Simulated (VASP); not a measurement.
The system is MoS2.

```
Mo S
1.0
     1.57486    0.90925    6.07396
    -1.57486    0.90925    6.07396
     0.00000   -1.81849    6.07396
Mo S
1 2
Direct
  0.00000 0.00000 0.00000
  0.25000 0.25000 0.25000
  0.75000 0.75000 0.75000
```

This cell differs from its parent crystal: volume scaled by 0.98.

Base run:

| Property | Result |
| --- | --- |
| Program | VASP 6.6.1 |
| Functional | PBEsol |
| Potentials or basis | VASP PAW PBE potentials, release 64 (Mo_sv, S) |
| Cutoff | 520 eV |
| k mesh | 10 × 10 × 10 |
| Occupations | fermi-dirac, width 0.05 eV |
| Spin | no spin polarisation |

Its results: band gap on the k mesh zero (band 13 reaches 8.24 eV, above the bottom of band 14 at 7.65 eV); pressure 6.2 GPa; largest force 1.135 eV/Å.

Problem. The run is repeated on the same cell with these changes: functional from PBEsol to LDA; potentials or basis from VASP PAW PBE potentials, release 64 (Mo_sv, S) to VASP PAW LDA potentials, release 64 (Mo_sv, S). What comes out?

Solution. Band gap on the k mesh zero (band 13 reaches 8.17 eV, above the bottom of band 14 at 7.59 eV); pressure 3.4 GPa; largest force 0.963 eV/Å.

Caveats: the PAW data sets were made with another functional, which shifts forces and pressure a little (some runs).
